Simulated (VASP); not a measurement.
A run of VASP 6.6.1 is set up as follows.

The input INCAR:

```
PREC = Accurate ; ENCUT = 520
EDIFF = 1E-6 ; ISMEAR = 0
SIGMA = 0.1 ; LREAL = False
LASPH = True ; NELM = 80
ALGO = Normal ; ISIF = 2
LWAVE = False ; LCHARG = False
GGA = PE ; NBANDS = 20
```

KPOINTS

```
regular mesh
0
Gamma
  10 10 10
```

POSCAR

```
NaSe3
1.0
    4.4108159774      0.0000000000      0.0000000000
    0.0000000000      4.4108159774      0.0000000000
    0.0000000000      0.0000000000      4.4108159774
Na Se
1 3
Direct
    0.0000000000      0.0000000000      0.0000000000
    0.0000000000      0.5000000000      0.5000000000
    0.5000000000      0.0000000000      0.5000000000
    0.5000000000      0.5000000000      0.0000000000
```

Potentials or basis: VASP PAW PBE potentials, release 64 (Na_pv, Se).

The run is started by

```console
$ cat potpaw_PBE.64/Na_pv/POTCAR potpaw_PBE.64/Se/POTCAR > POTCAR
$ mpirun -np 1 vasp_std > vasp.out
```

**Question.** What does it give for the pressure?

**Answer.** 0.0 GPa.

**Question.** What does it give for the band gap on the k mesh?

**Answer.** Zero (an odd number of electrons rules out a gap without spin polarisation).

Caveat: an odd number of electrons without spin polarisation forces a metal; a magnetic or distorted state may lie lower.
